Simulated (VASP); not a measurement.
Mn:

```xyz
2
Lattice="0.0000 3.1779 3.1779 3.1779 0.0000 3.1779 3.1779 3.1779 0.0000" Properties=species:S:1:pos:R:3 pbc="T T T"
Mn    3.1779    3.1779    3.1779
Mn    4.7669    4.7669    4.7669
```

This isn't the form of Mn at room conditions, which is a 58-atom cubic cell.

- Program: VASP 6.6.1
- Task: relaxation of cell and atoms
- Functional: PBE
- Potentials or basis: VASP PAW PBE potentials, release 64 (Mn_pv)
- Cutoff: 600 eV
- k mesh: 12 × 12 × 12
- Occupations: gaussian, width 0.1 eV
- Spin: collinear spin, ferromagnetic start
- Starting moments: [4.53, 4.53] μB

At the start: pressure -2.3 GPa; volume 32.09 Å³/atom.

Problem. Where does the relaxation end?

Solution. Over 5 steps the energy falls by 49.1 meV/atom and the volume is 26.27 Å³/atom (-18.2 %); space group Fd-3m (No. 227, to 0.1 Å) before and after; moment 8.22 μB per cell.

Step by step:
```
step  energy change (eV)  largest force (eV/Å)  pressure (GPa)  volume (Å³)
   1              0.0000                0.0000           -2.31        64.19
   2             -0.0527                0.0000           -1.72        59.98
   3             -0.0980                0.0000            0.15        52.22
   4             -0.0981                0.0000           -0.08        52.75
   5             -0.0981                0.0000           -0.05        52.53
```

Final structure:
```yaml
crystal:
  lattice:
    - [0.00000, 2.97258, 2.97258]
    - [2.97258, 0.00000, 2.97258]
    - [2.97258, 2.97258, 0.00000]
  atoms:
    - { symbol: Mn, position: [0.50000, 0.50000, 0.50000] }
    - { symbol: Mn, position: [0.75000, 0.75000, 0.75000] }
```

Caveat: the volume moved by over 15 % at a fixed basis, so the end points are rough.
